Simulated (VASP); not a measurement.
Runs of VASP 6.6.1 on CuO. The structure is that of space group P4_2/mmc (No. 131), or close to it. The cells are those of the table. 

```csv
task,level,potentials or basis,U,cell,k mesh,cutoff (eV),gap on the mesh (eV),pressure (GPa)
single point,PBE+U,"VASP PAW PBE potentials, release 64 (Cu, O)",Cu d U = 6.0 eV,"a = 3.422, b = 3.422, c = 4.260 Å, 4 atoms",8 × 8 × 6,520,none,-3.5
single point,LDA,"VASP PAW LDA potentials, release 64 (Cu, O)",-,"a = 2.854, b = 2.854, c = 5.046 Å, 4 atoms",6 × 6 × 5,520,none,(a)
relaxation of cell and atoms,PBE+U,"VASP PAW PBE potentials, release 64 (Cu, O)",Cu d U = 4.5 eV,"relaxed from a = 3.422, b = 3.422, c = 4.260 Å, 4 atoms",8 × 8 × 6,600,none,0.1
single point,PBE+U,"VASP PAW PBE potentials, release 64 (Cu, O)",Cu d U = 1.0 eV,"a = 3.422, b = 3.422, c = 4.260 Å, 4 atoms",8 × 8 × 6,520,none,-2.6
single point,PBE+U,"VASP PAW PBE potentials, release 64 (Cu, O)",Cu d U = 8.0 eV,"a = 3.422, b = 3.422, c = 4.260 Å, 4 atoms",8 × 8 × 6,520,none,-3.9
```

Alike in all rows: no spin polarisation; smearing fermi-dirac 0.05 eV.

Q: Fill in the values left out.

A: (a) 0.8.

Caveats: some runs use coarse meshes; U without spin polarisation on a metal has little footing (at least some runs); the stress differs along the axes, from -14 to 17 GPa (at least some runs); semilocal functionals often make such compounds metallic where correlation or magnetic order opens a gap, which also shifts bond lengths (at least some runs); a cell axis changed by over 15 % at a fixed basis, so the end point is rough (at least some runs); the stress differs along the axes, from -14 to 21 GPa (at least some runs); the stress differs along the axes, from -13 to 14 GPa (at least some runs).

A gap of «none» marks levels without a gap at the run's occupations.
